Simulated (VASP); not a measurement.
# Mg (Fm-3m) in VASP: further runs, part 2 of 2

VASP 6.6.1. The steps go on from the part before.

## (5) Single point, PBE (strained)

Input file INCAR:

```
  ALGO = Normal
  EDIFF = 1E-6
  ENCUT = 520
  GGA = PE
  ISIF = 2
  ISMEAR = 0
  LASPH = True
  LCHARG = True
  LELF = True
  LREAL = False
  LVHAR = True
  LWAVE = False
  NBANDS = 7
  NELM = 60
  PREC = Accurate
  SIGMA = 0.1
```

Input file KPOINTS:

```
k-points
0
Gamma
  16 16 16
```

Input file POSCAR:

```
Mg
1.0
    0.0000000000      2.1839752838      2.1839752838
    2.1839752838      0.0000000000      2.1839752838
    2.1839752838      2.1839752838      0.0000000000
Mg
1
Direct
    0.0000000000      0.0000000000      0.0000000000
```

Potentials or basis: VASP PAW PBE potentials, release 64 (Mg).

The run is started by

```bash
cat potpaw_PBE.64/Mg/POTCAR > POTCAR
mpirun -np 1 vasp_std > vasp.out
```

OUTCAR:

```text
EDIFF = 1E-6
   ENCUT = 520
   GGA = PE
   ISIF = 2
   ISMEAR = 0
   LASPH = True
   LREAL = False
   NELM = 60
   PREC = Accurate

 ion  position               nearest neighbor table
   1  0.000  0.000  0.000-

  LATTYP: Found a face centered cubic cell.
 ALAT       =     4.3679505676

  Lattice vectors:

 A1 = (   0.0000000000,   2.1839752838,   2.1839752838)
 A2 = (   2.1839752838,   0.0000000000,   2.1839752838)
 A3 = (   2.1839752838,   2.1839752838,   0.0000000000)

Analysis of symmetry for initial positions (statically):
=====================================================================
 Subroutine PRICEL returns:
 Original cell was already a primitive cell.

 Routine SETGRP: Setting up the symmetry group for a
 face centered cubic supercell.

 Subroutine GETGRP returns: Found 48 space group operations
 (whereof 48 operations were pure point group operations)
 out of a pool of 48 trial point group operations.

The static configuration has the point symmetry O_h .

Analysis of symmetry for dynamics (positions and initial velocities):
=====================================================================
 Subroutine PRICEL returns:
 Original cell was already a primitive cell.

 Routine SETGRP: Setting up the symmetry group for a
 face centered cubic supercell.

 Subroutine GETGRP returns: Found 48 space group operations
 (whereof 48 operations were pure point group operations)
 out of a pool of 48 trial point group operations.

The dynamic configuration has the point symmetry O_h .

 Subroutine INISYM returns: Found 48 space group operations
 (whereof 48 operations are pure point group operations),
 and found     1 'primitive' translations

----------------------------------------------------------------------------------------

                                     Primitive cell

  volume of cell :      20.8340

[... 104 lines left out ...]
   IMIX   =      4    mixing-type and parameters
     AMIX     =   0.40;   BMIX     =  1.00
     AMIX_MAG =   1.60;   BMIX_MAG =  1.00
  volume/ion in A,a.u.               =      20.83       140.59
  Fermi-wavevector in a.u.,A,eV,Ry     =   0.749596  1.416531  7.645029  0.561894
  Thomas-Fermi vector in A             =   1.846152
   LORBIT       =      0    0 simple, 1 ext, 2 COOP (PROOUT), +10 PAW based schemes
   GGA     = PE    functional components
   LHFCALC =     F    Hartree Fock is set to
   AEXX    =    0.0000 exact exchange contribution
   IVDW    =     0    specifies the selected vdW correction
   LEPSILON=     F    determine dielectric tensor
   LRPA    =     F    only Hartree local field effects (RPA)
 non-spin polarized calculation
 Gauss-broadening in eV      SIGMA  =   0.10
  energy-cutoff  :      520.00
  volume of cell :       20.83
 maximum number of plane-waves:       571
   NGX = 11   NGY = 11   NGZ = 11

 number of electron       2.0000000 magnetization

 Free energy of the ion-electron system (eV)
  ---------------------------------------------------
  ext. energy  EPLUGINS =         0.00000000
  ---------------------------------------------------
  free energy    TOTEN  =        -1.46498329 eV

  energy without entropy =       -1.46198023  energy(sigma->0) =       -1.46348176

 E-fermi :   3.1354     XC(G=0):  -8.7972

 val. band max:        3.1210070706   @ k =  -0.3750   0.2500   0.0625
 cond. band min:       3.1358186820   @ k =  -0.3125   0.3750   0.1250
 fundamental gap:      0.0148116114
 Fermi energy:         3.1353872508

 k-point     1 :       0.0000    0.0000    0.0000
  band No.  band energies     occupation
      1      -4.2008      2.00000
      2      16.1240      0.00000
      3      16.1240      0.00000
      4      16.1240      0.00000
      5      18.5649      0.00000
      6      18.5892      0.00000
      7      18.5892      0.00000
[... 221 lines left out ...]
 k-point    24 :      -0.0625    0.0625    0.0000
  band No.  band energies     occupation
      1      -3.9537      2.00000
      2      13.7191      0.00000
      3      14.6688      0.00000
      4      16.3643      0.00000
      5      18.7362      0.00000
      6      18.7857      0.00000
      7      19.4167      0.00000

 [... further k-points ...]

------------------------ aborting loop because EDIFF is reached ----------------------------------------

  FORCE on cell =-STRESS in cart. coord.  units (eV):
  Direction    XX          YY          ZZ          XY          YZ          ZX
  --------------------------------------------------------------------------------------
  -------------------------------------------------------------------------------------
  Total        0.5733135      0.5733135      0.5733135     -0.0000000      0.0000000      0.0000000
  in kB       44.0889365     44.0889365     44.0889365     -0.0000000      0.0000000      0.0000000
  external PRESSURE =      44.0889365 kB  Pullay stress =       0.0000000 kB

 VOLUME and BASIS-vectors are now :
 -----------------------------------------------------------------------------
  energy-cutoff  :      520.00
  volume of cell :       20.83
      direct lattice vectors                 reciprocal lattice vectors
     0.000000000  2.183975284  2.183975284    -0.228940320  0.228940320  0.228940320
     2.183975284  0.000000000  2.183975284     0.228940320 -0.228940320  0.228940320
     2.183975284  2.183975284  0.000000000     0.228940320  0.228940320 -0.228940320

 POSITION                                       TOTAL-FORCE (eV/Angst)
 -----------------------------------------------------------------------------------
      0.00000      0.00000      0.00000         0.000000      0.000000     -0.000000
 -----------------------------------------------------------------------------------
    total drift:                               -0.000000      0.000000      0.000000

  FREE ENERGIE OF THE ION-ELECTRON SYSTEM (eV)
  ---------------------------------------------------
  free  energy   TOTEN  =        -1.4649832869 eV

  energy  without entropy=       -1.4619802276  energy(sigma->0) =       -1.46348176
```

OSZICAR:

```text
N       E                     dE             d eps       ncg     rms          rms(c)
DAV:   1    -0.662965706715E+00   -0.66297E+00   -0.82713E+02  2226   0.199E+02
DAV:   2    -0.147017157711E+01   -0.80721E+00   -0.77915E+00  2702   0.123E+01
DAV:   3    -0.147293311722E+01   -0.27615E-02   -0.27608E-02  2730   0.814E-01
DAV:   4    -0.147293930796E+01   -0.61907E-05   -0.61913E-05  3073   0.253E-02
DAV:   5    -0.147293931912E+01   -0.11166E-07   -0.11060E-07  2695   0.641E-04    0.644E-01
DAV:   6    -0.146893267567E+01    0.40066E-02   -0.31857E-04  2492   0.106E-01    0.410E-01
DAV:   7    -0.146498143123E+01    0.39512E-02   -0.12833E-03  2478   0.182E-01    0.226E-02
DAV:   8    -0.146498351940E+01   -0.20882E-05   -0.79328E-06  3122   0.160E-02    0.467E-03
DAV:   9    -0.146498328688E+01    0.23251E-06   -0.53238E-07  2569   0.304E-03
   1 F= -.14649833E+01 E0= -.14634818E+01  d E =-.300306E-02
```

stdout:

```text
POSCAR found type information on POSCAR Mg
 POSCAR found :  1 types and       1 ions
 scaLAPACK will be used
 LDA part: xc-table for (Slater+PW92), standard interpolation
 POSCAR, INCAR and KPOINTS ok, starting setup
 FFT: planning ... GRIDC
 FFT: planning ... GRID_SOFT
 FFT: planning ... GRID
 WAVECAR not read
 entering main loop
```

Run time: 7.4 s. Hardware: 1 thread of Intel Xeon 6975P-C, shared host; peak memory 0.15 GiB.

Results:

| Quantity | Value |
| --- | --- |
| Free energy | -1.4650 eV |
| Pressure | 4.4 GPa |
| Band gap on the k mesh | zero (band 1 reaches 4.65 eV, above the bottom of band 2 at 1.87 eV) |

Levels at points of the mesh, in eV from the Fermi level:
```tsv
k point	band 1	band 2	band 3	band 4	band 5
(0.00, 0.00, 0.00)	-7.34	12.99	12.99	12.99	15.43
(0.50, 0.00, 0.00)	-1.86	-1.27	11.81	11.81	13.11
(0.50, 0.50, 0.00)	-0.24	0.86	6.29	7.49	7.49
```

Caveat: the cell differs from its parent crystal (strained).

## (6) Overview

```csv
task,cell,cutoff (eV),gap on the mesh (eV),pressure (GPa)
single point,"a = 3.068 Å, angles 60.0°, 1 atom",520,none,5.5
single point,"a = 3.198 Å, angles 60.0°, 1 atom",520,none,-0.1
relaxation of cell and atoms,"relaxed from a = 3.174 Å, angles 60.0°, 1 atom",600,none,0.0
single point,"a = 3.089 Å, angles 60.0°, 1 atom",520,none,4.4
```

Alike in all rows: level PBE; potentials or basis VASP PAW PBE potentials, release 64 (Mg); no spin polarisation; k mesh 16 × 16 × 16; smearing gaussian 0.1 eV.

Absolute energies hang on the potentials; compare differences alone.
